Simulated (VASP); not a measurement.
## Al: single point with PBEsol

The system is Al.

```
Al
1.0
    -0.00079    0.00154    2.89613
     4.02388   -0.00439    0.00279
     0.00724    8.33242    0.00456
Al
6
Direct
  0.25003 0.00000 0.00000
  0.74997 0.50000 0.50000
  0.25001 0.00000 0.33333
  0.75000 0.50000 0.83333
  0.74999 0.50000 0.16667
  0.25000 0.00000 0.66667
```

```json
{
  "Program": "VASP 6.6.1",
  "Task": "single point",
  "Functional": "PBEsol",
  "Potentials or basis": "VASP PAW PBE potentials, release 64 (Al)",
  "Cutoff": "520 eV",
  "k mesh": "8 × 6 × 4",
  "Occupations": "gaussian, width 0.1 eV",
  "Spin": "no spin polarisation",
  "Dipole correction": "no",
  "Further INCAR settings": "ALGO = Fast; EDIFF = 1e-06; NBANDS = 18"
}
```

| Property | Result |
| --- | --- |
| Pressure | 0.1 GPa |
| Band gap on the k mesh | zero (bands 9 and 10 overlap by 6.15 eV) |

Stress tensor (GPa, compression positive):
```
 0.00  0.01 -0.03
 0.01  0.19 -0.06
-0.03 -0.06  0.09
```

Levels at points of the mesh, in eV from the Fermi level:
| k point | band 5 | band 6 | band 7 | band 8 | band 9 | band 10 | band 11 | band 12 |
| --- | --- | --- | --- | --- | --- | --- | --- | --- |
| (0.00, 0.00, 0.00) | -2.97 | -2.94 | -1.60 | -0.99 | -0.99 | 0.57 | 0.57 | 4.89 |
| (0.50, 0.00, 0.00) | -4.82 | -4.82 | 1.10 | 1.10 | 1.34 | 1.34 | 1.37 | 1.37 |
| (0.00, 0.50, 0.00) | -6.86 | -6.86 | -0.77 | -0.77 | -0.76 | -0.76 | 6.97 | 6.97 |
| (0.50, 0.50, 0.00) | -2.75 | -2.75 | -2.75 | -2.75 | -2.59 | -2.59 | -2.58 | -2.58 |
| (0.00, 0.00, 0.50) | -2.45 | -2.45 | -1.11 | -1.11 | 1.46 | 1.46 | 1.54 | 1.54 |
| (0.50, 0.00, 0.50) | -2.89 | -2.88 | -1.53 | -1.51 | 1.59 | 1.59 | 1.60 | 1.60 |
| (0.00, 0.50, 0.50) | -4.49 | -4.49 | -4.08 | -4.08 | 3.56 | 3.56 | 3.57 | 3.57 |
| (0.50, 0.50, 0.50) | -4.08 | -4.08 | -4.07 | -4.07 | -0.93 | -0.93 | -0.66 | -0.66 |

Run time: 4.2 min on 1 thread of Intel Xeon 8259CL, with other jobs on the host, peak memory 0.27 GiB.

Caveat: the PAW data sets were made with another functional, which shifts forces and pressure a little.
